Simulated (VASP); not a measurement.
A run of VASP 6.6.1 is set up as follows.

INCAR

```
SYSTEM = TaTeP
  ALGO = Normal
  EDIFF = 1E-6
  EDIFFG = -0.04
  ENCUT = 600
  GGA = PE
  IBRION = 2
  ISIF = 3
  ISMEAR = 0
  LASPH = .True.
  LCHARG = .False.
  LREAL = .False.
  LWAVE = .False.
  NELM = 100
  NSW = 90
  PREC = Accurate
  SIGMA = 0.1
```

The input KPOINTS:

```
k-points
0
Gamma
  6 6 4
  0 0 0
```

File POSCAR:

```
TaTeP
1.0
    3.4635585924      0.0000000000      0.0000000000
    0.0000000000      3.4635585924      0.0000000000
    0.0000000000      0.0000000000      5.7650755113
Ta Te P
1 1 1
Direct
    0.5000000000      0.5000000000      0.5000000000
    0.5000000000      0.5000000000      0.0000000000
    0.0000000000      0.0000000000      0.5000000000
```

Potentials or basis: VASP PAW PBE potentials, release 64 (Ta_pv, Te, P).

Command:

```bash
$ cat potpaw_PBE.64/Ta_pv/POTCAR potpaw_PBE.64/Te/POTCAR potpaw_PBE.64/P/POTCAR > POTCAR
$ mpirun -np 1 vasp_std > vasp.out
```

Q: Estimate the relaxed volume.

A: 22.95 Å³/atom.

Q: What does it give for the space group after relaxing (to 0.05 Å)?

A: P4/mmm (No. 123).

Q: What does it give for the band gap on the k mesh?

A: Zero (band 11 reaches 7.29 eV, above the bottom of band 12 at 4.80 eV).

The path:
| step | energy change (eV) | largest force (eV/Å) | pressure (GPa) | volume (Å³) |
| --- | --- | --- | --- | --- |
| 1 | 0.0000 | 0.0000 | -0.16 | 69.16 |
| 2 | -0.0030 | 0.0000 | 0.03 | 68.93 |
| 3 | -0.0041 | 0.0000 | 0.25 | 68.71 |
| 4 | -0.0041 | 0.0000 | 0.28 | 68.69 |
| 5 | -0.0037 | 0.0000 | -0.43 | 69.12 |
| 6 | -0.0042 | 0.0000 | 0.01 | 68.84 |

Caveat: spin-orbit coupling is left out, which moves the levels of the heavy elements.
